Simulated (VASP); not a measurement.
Set up this calculation in VASP 6.6.1, as the native input.

```
Task                               : single point
Functional                         : r2SCAN0
Potentials or basis                : VASP PAW PBE potentials, release 64 (Ge_d)
Cutoff                             : 520 eV
k mesh                             : 6 × 6 × 6
Occupations                        : fermi-dirac, width 0.05 eV
Spin                               : no spin polarisation
Dipole correction                  : no
Grid for exact exchange (PRECFOCK) : Normal
Further INCAR settings             : ALGO = Normal; EDIFF = 1e-06; NBANDS = 13
Share of exact exchange            : 0.25
```

Crystal: Ge.

```
Ge
1.0
    -1.61907    1.61907    1.88559
     1.61907   -1.61907    1.88559
     1.61907    1.61907   -1.88559
Ge
1
Direct
  0.50000 0.50000 0.00000
```

The input as run:

POSCAR

```
Ge
1.0
   -1.6190720985      1.6190720985      1.8855855271
    1.6190720985     -1.6190720985      1.8855855271
    1.6190720985      1.6190720985     -1.8855855271
Ge
1
Direct
    0.5000000000      0.5000000000      0.0000000000
```

INCAR.step1

```
SYSTEM = Ge
  PREC = Accurate
  ENCUT = 520
  EDIFF = 1E-5
  ISMEAR = -1
  SIGMA = 0.05
  LREAL = .FALSE.
  LASPH = .TRUE.
  NELM = 80
  ALGO = Normal
  ISIF = 2
  LWAVE = .TRUE.
  GGA = PE
  NBANDS = 13
```

INCAR.step2

```
SYSTEM = Ge
  PREC = Accurate
  ENCUT = 520
  EDIFF = 1E-6
  ISMEAR = -1
  SIGMA = 0.05
  LREAL = .FALSE.
  LASPH = .TRUE.
  NELM = 80
  ALGO = Normal
  ISIF = 2
  LWAVE = .FALSE.
  LCHARG = .TRUE.
  METAGGA = R2SCAN
  LHFCALC = .TRUE.
  AEXX = 0.25
  LMIXTAU = .TRUE.
  PRECFOCK = Normal
  LELF = .TRUE.
  LVHAR = .TRUE.
  ISTART = 1
  NBANDS = 13
```

KPOINTS

```
Automatic mesh
0
G
  6 6 6
  0 0 0
```

Potentials or basis: VASP PAW PBE potentials, release 64 (Ge_d).

Command:

```console
$ cat potpaw_PBE.64/Ge_d/POTCAR > POTCAR
$ cp INCAR.step1 INCAR
$ mpirun -np 1 vasp_std > vasp.out
$ cp INCAR.step2 INCAR
$ mpirun -np 1 vasp_std > vasp.out
```

It gave:

* Pressure: -3.9 GPa
* Band gap on the k mesh: zero (bands 7 and 8 overlap by 13.65 eV)

Caveat: the k points lie up to 0.43 Å⁻¹ apart, too coarse for converged energies and pressures of a metal; the PAW data sets were made with another functional, which shifts forces and pressure a little.

Run time: 32 min on 1 thread of AMD EPYC 7R43 64-Core Processor (Zen 3) (shared host), peak memory 0.12 GiB.
